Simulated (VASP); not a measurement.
Here is a VASP 6.6.1 calculation.

INCAR

```
ALGO = Normal
EDIFF = 1E-7
ENCUT = 520
GGA = PE
ISIF = 2
ISMEAR = 0
LASPH = True
LCHARG = False
LREAL = False
LWAVE = False
NBANDS = 21
NELM = 80
PREC = Accurate
SIGMA = 0.1
```

KPOINTS

```
k-points
0
Gamma
  15 15 15
```

File POSCAR:

```
W
1.0
    0.0000000000      2.7906750234      2.7906750234
    2.7906750234      0.0000000000      2.7906750234
    2.7906750234      2.7906750234      0.0000000000
W
2
Direct
    0.0000000000      0.0000000000      0.0000000000
    0.2500000000      0.2500000000      0.2500000000
```

Potentials or basis: VASP PAW PBE potentials, release 64 (W_sv).

Command:

```sh
$ cat potpaw_PBE.64/W_sv/POTCAR > POTCAR
$ mpirun -np 1 vasp_std > vasp.out
```

Question: Predict the pressure.

Answer: 21.2 GPa.

Question: What does it give for the band gap on the k mesh?

Answer: Zero (band 14 reaches 7.14 eV, above the bottom of band 15 at 6.19 eV).

Caveat: spin-orbit coupling is left out, which moves the levels of the heavy elements.
